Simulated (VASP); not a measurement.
# W (C2/m) in VASP: a series of runs

Runs on W. Level: LDA. Tasks: single point.

All numbers are computed with VASP 6.6.1; they aren't measurements. Logs are shortened: lines on timing, memory, paths and dates and some standing lists are left out, and cuts for length are marked.

**1. The cell of the first run**

It takes space group C2/m (No. 12, monoclinic). The conventional cell has a = 3.976 Å, b = 3.973 Å, c = 2.811 Å, α = 90.00°, β = 130.70°, γ = 90.00°. Within 3.7 Å of W (site symmetry 2/m) lie 12 W at 2.81 to 3.02 Å.

**2. Single point, LDA (engineering shear strain xz -0.0750, normal strain along z +0.0750)**

File INCAR:

```
SYSTEM = W
ALGO = Fast
EDIFF = 1E-6
ENCUT = 520
ISIF = 2
ISMEAR = 0
LASPH = .TRUE.
LCHARG = .FALSE.
LREAL = .FALSE.
LWAVE = .FALSE.
NBANDS = 13
NELM = 60
PREC = Accurate
SIGMA = 0.15
```

File KPOINTS:

```
k-points
0
G
  20 20 20
  0 0 0
```

File POSCAR:

```
W
1.0
   -0.0744929544      1.9864787842      2.1354646930
    1.9119858298      0.0000000000      2.0609717386
    1.9864787842      1.9864787842     -0.0744929544
W
1
Direct
    0.0000000000      0.0000000000      0.0000000000
```

Potentials or basis: VASP PAW LDA potentials, release 64 (W_sv).

Run with:

```sh
$ cat potpaw_LDA.64/W_sv/POTCAR > POTCAR
$ mpirun -np 1 vasp_std > vasp.out
```

OUTCAR:

```text
SYSTEM = W
   EDIFF = 1E-6
   ENCUT = 520
   ISIF = 2
   ISMEAR = 0
   LASPH = .TRUE.
   LREAL = .FALSE.
   NELM = 60
   PREC = Accurate

 ion  position               nearest neighbor table
   1  0.000  0.000  0.000-

  LATTYP: Found a base centered monoclinic cell.
 ALAT       =     3.9757500728
 B/A-ratio  =     0.9992976157
 C/A-ratio  =     0.7071067812
 COS(beta)  =    -0.6521623005

  Lattice vectors:

 A1 = (  -1.9864787842,   1.9864787842,   0.0744929544)
 A2 = (  -1.9864787842,  -1.9864787842,   0.0744929544)
 A3 = (   1.9119858298,   0.0000000000,   2.0609717386)

Analysis of symmetry for initial positions (statically):
=====================================================================
 Subroutine PRICEL returns:
 Original cell was already a primitive cell.

 Routine SETGRP: Setting up the symmetry group for a
 base centered monoclinic supercell.

 Subroutine GETGRP returns: Found  4 space group operations
 (whereof  4 operations were pure point group operations)
 out of a pool of  4 trial point group operations.

The static configuration has the point symmetry C_2h.

Analysis of symmetry for dynamics (positions and initial velocities):
=====================================================================
 Subroutine PRICEL returns:
 Original cell was already a primitive cell.

 Routine SETGRP: Setting up the symmetry group for a
 base centered monoclinic supercell.

 Subroutine GETGRP returns: Found  4 space group operations
 (whereof  4 operations were pure point group operations)
 out of a pool of  4 trial point group operations.

The dynamic configuration has the point symmetry C_2h.

 Subroutine INISYM returns: Found  4 space group operations
 (whereof  4 operations are pure point group operations),
 and found     1 'primitive' translations

----------------------------------------------------------------------------------------

                                     Primitive cell

  volume of cell :      16.8315

  direct lattice vectors                    reciprocal lattice vectors
    -0.074492954  1.986478784  2.135464693    -0.243239557  0.251701656  0.225655975
     1.911985830  0.000000000  2.060971739     0.260823140 -0.251701656  0.243239557
     1.986478784  1.986478784 -0.074492954     0.243239557  0.251701656 -0.225655975

  length of vectors
     2.917508632  2.811279837  2.810292711     0.416461072  0.436517945  0.416461072

  position of ions in fractional coordinates (direct lattice)
     0.000000000  0.000000000  0.000000000

  ion indices of the primitive-cell ions
   primitive index   ion index
                 1           1

----------------------------------------------------------------------------------------

 KPOINTS: k-points

Automatic generation of k-mesh.
 Grid dimensions read from file:
 generate k-points for:   20   20   20

 Generating k-lattice:

  Cartesian coordinates                     Fractional coordinates (reciprocal lattice)
    -0.012161978  0.012585083  0.011282799     0.050000000  0.000000000 -0.000000000
     0.013041157 -0.012585083  0.012161978     0.000000000  0.050000000  0.000000000
     0.012161978  0.012585083 -0.011282799    -0.000000000  0.000000000  0.050000000

  Length of vectors
     0.020823054  0.021825897  0.020823054

  Shift w.r.t. Gamma in fractional coordinates (k-lattice)
     0.000000000  0.000000000  0.000000000

 Subroutine IBZKPT returns following result:
 ===========================================

 Found   2112 irreducible k-points:

 Following reciprocal coordinates:
            Coordinates               Weight
  0.000000  0.000000  0.000000      1.000000
  0.050000  0.000000  0.000000      4.000000
  0.100000  0.000000  0.000000      4.000000
  0.150000  0.000000 -0.000000      4.000000
  0.200000  0.000000  0.000000      4.000000
  0.250000  0.000000  0.000000      4.000000
[... 16 lines left out ...]
 -0.450000  0.050000 -0.000000      4.000000
 -0.400000  0.050000 -0.000000      4.000000
 [... further k-points ...]
   k-points           NKPTS =   2112   k-points in BZ     NKDIM =   2112   number of bands    NBANDS=     13
   number of dos      NEDOS =    301   number of ions     NIONS =      1
   total plane-waves  NPLWV =  13824
   dimension x,y,z NGX =    24 NGY =   24 NGZ =   24
   dimension x,y,z NGXF=    48 NGYF=   48 NGZF=   48
   ions per type =               1
   NGX,Y,Z   is equivalent  to a cutoff of  13.68, 14.19, 14.20 a.u.
   NGXF,Y,Z  is equivalent  to a cutoff of  27.35, 28.38, 28.39 a.u.
 SYSTEM =  W
   PREC   = accura    normal or accurate (medium, high low for compatibility)
   ISTART =      0    job   : 0-new  1-cont  2-samecut
   ICHARG =      2    charge: 1-file 2-atom 10-const
   ISPIN  =      1    spin polarized calculation?
   LNONCOLLINEAR =      F non collinear calculations
   LSORBIT =      F    spin-orbit coupling
   LASPH  =      T    aspherical Exc in radial PAW
   ENCUT  =  520.0 eV  38.22 Ry    6.18 a.u.   5.42  5.23  5.23*2*pi/ulx,y,z
   NELM   =     60;   NELMIN=  2; NELMDL= -5     # of ELM steps
   EDIFF  = 0.1E-05   stopping-criterion for ELM
   LREAL  =      F    real-space projection
   EDIFFG = 0.1E-04   stopping-criterion for IOM
   NSW    =      0    number of steps for IOM
   IBRION =     -1    ionic relax: 0-MD 1-quasi-New 2-CG
   NFREE  =      0    steps in history (QN), initial steepest desc. (CG)
   ISIF   =      2    stress and relaxation
   ISYM   =      2    0-nonsym 1-usesym 2-fastsym
   POTIM  = 0.5000    time-step for ionic-motion
   TEBEG  =    0.0;   TEEND  =   0.0 temperature during run
   PSTRESS=    0.0 pullay stress
   NELECT =      14.0000    total number of electrons
   NUPDOWN=      -1.0000    fix difference up-down
   EMIN   =  10.00;   EMAX   =-10.00  energy-range for DOS
   EFERMI =   0.00;   METHOD = LEGACY
   ISMEAR =     0;   SIGMA  =   0.15  broadening in eV -4-tet -1-fermi 0-gaus
   EFERMI_NEDOS =   21; number of points for ismear=-14 and -15
   IALGO  =     68    algorithm
   IMIX   =      4    mixing-type and parameters
     AMIX     =   0.40;   BMIX     =  1.00
     AMIX_MAG =   1.60;   BMIX_MAG =  1.00
  volume/ion in A,a.u.               =      16.83       113.58
  Fermi-wavevector in a.u.,A,eV,Ry     =   1.539608  2.909438 32.251166  2.370394
  Thomas-Fermi vector in A             =   2.645812
   LORBIT       =      0    0 simple, 1 ext, 2 COOP (PROOUT), +10 PAW based schemes
   GGA     = CA    functional components
   LHFCALC =     F    Hartree Fock is set to
   AEXX    =    0.0000 exact exchange contribution
   IVDW    =     0    specifies the selected vdW correction
   LEPSILON=     F    determine dielectric tensor
   LRPA    =     F    only Hartree local field effects (RPA)
 non-spin polarized calculation
 RMM-DIIS sequential band-by-band and
 Gauss-broadening in eV      SIGMA  =   0.15
  energy-cutoff  :      520.00
  volume of cell :       16.83
 maximum number of plane-waves:       465
 NGX is ok and might be reduce to    24
   NGX = 11   NGY = 11   NGZ = 11

 number of electron      13.9999998 magnetization

 Free energy of the ion-electron system (eV)
  ---------------------------------------------------
  ext. energy  EPLUGINS =         0.00000000
  ---------------------------------------------------
  free energy    TOTEN  =       -13.60189252 eV

  energy without entropy =      -13.59029526  energy(sigma->0) =      -13.59609389

 E-fermi :  10.1718     XC(G=0): -13.4834

 val. band max:       10.1715138514   @ k =  -0.4500   0.1500   0.2000
 cond. band min:      10.1723000661   @ k =   0.2000  -0.3500   0.1500
 fundamental gap:      0.0007862147
 Fermi energy:        10.1718363940

 k-point     1 :       0.0000    0.0000    0.0000
  band No.  band energies     occupation
      1     -63.2895      2.00000
      2     -27.2874      2.00000
      3     -27.1831      2.00000
      4     -27.0937      2.00000
      5       1.2424      2.00000
      6       8.5624      2.00000
      7       9.6496      2.00000
      8      10.1272      1.32600
      9      11.7700      0.00000
     10      13.1377      0.00000
     11      22.9147      0.00000
     12      26.2444      0.00000
     13      28.6912      0.00000

 k-point     2 :       0.0500    0.0000    0.0000
  band No.  band energies     occupation
      1     -63.2873      2.00000
      2     -27.3035      2.00000
      3     -27.1947      2.00000
      4     -27.0983      2.00000
      5       1.3445      2.00000
      6       8.5643      2.00000
      7       9.6228      2.00000
      8      10.1602      1.08710
      9      11.7635      0.00000
     10      13.0836      0.00000
     11      23.1088      0.00000
     12      26.1926      0.00000
     13      28.5309      0.00000

 k-point     3 :       0.1000    0.0000    0.0000
  band No.  band energies     occupation
      1     -63.2811      2.00000
      2     -27.3624      2.00000
      3     -27.2170      2.00000
      4     -27.1101      2.00000
      5       1.6421      2.00000
      6       8.5472      2.00000
      7       9.5576      2.00000
      8      10.2597      0.40763
      9      11.7699      0.00000
     10      12.9449      0.00000
     11      23.6514      0.00000
     12      25.8214      0.00000
     13      28.4880      0.00000
[... 305 lines left out ...]
 k-point    23 :      -0.4500    0.0500   -0.0000
  band No.  band energies     occupation
      1     -63.2009      2.00000
      2     -28.2506      2.00000
      3     -27.3483      2.00000
      4     -27.2196      2.00000
      5       4.6109      2.00000
      6       8.8421      2.00000
      7       9.9229      1.98109
      8      10.1332      1.28460
      9      13.9540      0.00000
     10      15.3579      0.00000
     11      19.6732      0.00000
     12      23.0246      0.00000
     13      28.2841      0.00000

 k-point    24 :      -0.4000    0.0500   -0.0000
  band No.  band energies     occupation
      1     -63.2051      2.00000
      2     -28.2050      2.00000
      3     -27.3422      2.00000
      4     -27.2119      2.00000
      5       4.5669      2.00000
      6       8.9279      2.00000
      7       9.6236      2.00000
      8       9.9966      1.90154
      9      13.6577      0.00000
     10      15.1267      0.00000
     11      20.2720      0.00000
     12      23.4332      0.00000
     13      28.7810      0.00000

 [... further k-points ...]
[... 5 lines left out ...]
  --------------------------------------------------------------------------------------
  -------------------------------------------------------------------------------------
  Total       -2.2585168     -1.9220245     -1.2642736      0.0000000      0.0000000     -0.1504668
  in kB     -214.9869774   -182.9564542   -120.3455099      0.0000000      0.0000000    -14.3228540
  external PRESSURE =    -172.7629805 kB  Pullay stress =       0.0000000 kB

 VOLUME and BASIS-vectors are now :
 -----------------------------------------------------------------------------
  energy-cutoff  :      520.00
  volume of cell :       16.83
      direct lattice vectors                 reciprocal lattice vectors
    -0.074492954  1.986478784  2.135464693    -0.243239557  0.251701656  0.225655975
     1.911985830  0.000000000  2.060971739     0.260823140 -0.251701656  0.243239557
     1.986478784  1.986478784 -0.074492954     0.243239557  0.251701656 -0.225655975

 POSITION                                       TOTAL-FORCE (eV/Angst)
 -----------------------------------------------------------------------------------
      0.00000      0.00000      0.00000         0.000000      0.000000     -0.000000
 -----------------------------------------------------------------------------------
    total drift:                               -0.000000      0.000000      0.000000

  FREE ENERGIE OF THE ION-ELECTRON SYSTEM (eV)
  ---------------------------------------------------
  free  energy   TOTEN  =       -13.6018925181 eV

  energy  without entropy=      -13.5902952553  energy(sigma->0) =      -13.59609389
```

Run time: 11 min. Hardware: 1 thread of AMD EPYC 7R43 (Zen 3), shared host; peak memory 0.46 GiB.

What came out:

- Free energy: -13.6019 eV
- Pressure: -17.3 GPa
- Band gap on the k mesh: zero (bands 7 and 8 overlap by 4.10 eV)

Levels at points of the mesh, in eV from the Fermi level:
```csv
k point,band 4,band 5,band 6,band 7,band 8,band 9,band 10,band 11
"(0.00, 0.00, 0.00)",-37.27,-8.93,-1.61,-0.52,-0.04,1.60,2.97,12.74
"(0.50, 0.00, 0.00)",-37.39,-5.66,-1.30,-0.27,0.23,3.86,4.97,9.48
"(0.00, 0.50, 0.00)",-37.47,-5.55,-1.86,-0.25,0.94,4.42,5.17,10.28
"(0.50, 0.50, 0.00)",-37.65,-5.52,-4.43,2.03,4.48,5.21,5.42,11.37
"(0.50, 0.00, 0.50)",-37.64,-5.45,-4.56,3.36,4.48,4.79,5.97,9.93
"(0.00, 0.50, 0.50)",-37.75,-5.44,-4.55,3.40,3.93,5.26,5.90,10.67
```

Caveat: the cell differs from its parent crystal (engineering shear strain xz -0.0750, normal strain along z +0.0750); the stress differs along the axes, from -21 to -12 GPa; spin-orbit coupling is left out, which moves the levels of the heavy elements.

**3. Single point, LDA (engineering shear strain xz -0.3000, normal strain along z +0.1125)**

File INCAR:

```
SYSTEM = W
ALGO = Fast
EDIFF = 1E-6
ENCUT = 520
GGA = CA
ISIF = 2
ISMEAR = 0
LASPH = .True.
LCHARG = .True.
LELF = .True.
LREAL = .False.
LVHAR = .True.
LWAVE = .False.
NBANDS = 13
NELM = 100
PREC = Accurate
SIGMA = 0.15
```

File KPOINTS:

```
k-points
0
Gamma
  20 20 20
  0 0 0
```

File POSCAR:

```
W
1.0
   -0.2979718176      1.9864787842      2.2099576474
    1.6885069666      0.0000000000      1.9119858298
    1.9864787842      1.9864787842     -0.2979718176
W
1
Direct
    0.0000000000      0.0000000000      0.0000000000
```

Potentials or basis: VASP PAW LDA potentials, release 64 (W_sv).

Run with:

```sh
$ cat potpaw_LDA.64/W_sv/POTCAR > POTCAR
$ mpirun -np 1 vasp_std > vasp.out
```

Wall time 9.2 min (1 thread of AMD EPYC 7R43 (Zen 3), shared host); peak memory 0.47 GiB.

The run converged. Its results:

| Property | Result |
| --- | --- |
| Free energy | -13.4131 eV |
| Pressure | -11.1 GPa |
| Band gap on the k mesh | zero (bands 7 and 8 overlap by 4.46 eV) |

Stress tensor (GPa, compression positive):
```
-10.14   0.00  21.98
  0.00 -14.61   0.00
 21.98   0.00  -8.59
```

Levels at points of the mesh, in eV from the Fermi level:
| k point | band 4 | band 5 | band 6 | band 7 | band 8 | band 9 | band 10 | band 11 |
| --- | --- | --- | --- | --- | --- | --- | --- | --- |
| (0.00, 0.00, 0.00) | -37.11 | -9.03 | -3.18 | -2.22 | 1.81 | 2.26 | 3.29 | 12.35 |
| (0.50, 0.00, 0.00) | -37.22 | -6.02 | -2.43 | -0.79 | 1.25 | 1.87 | 5.15 | 8.33 |
| (0.00, 0.50, 0.00) | -37.78 | -5.59 | -3.38 | 0.41 | 1.92 | 3.41 | 5.47 | 11.20 |
| (0.50, 0.50, 0.00) | -37.83 | -5.60 | -4.50 | 1.82 | 3.24 | 3.82 | 4.69 | 11.96 |
| (0.50, 0.00, 0.50) | -37.33 | -5.61 | -5.00 | 3.15 | 4.52 | 4.62 | 5.89 | 6.76 |
| (0.00, 0.50, 0.50) | -38.06 | -5.54 | -4.76 | 1.67 | 3.81 | 5.15 | 6.19 | 10.64 |

Caveat: the cell differs from its parent crystal (engineering shear strain xz -0.3000, normal strain along z +0.1125); the stress differs along the axes, from -15 to -9 GPa; spin-orbit coupling is left out, which moves the levels of the heavy elements.
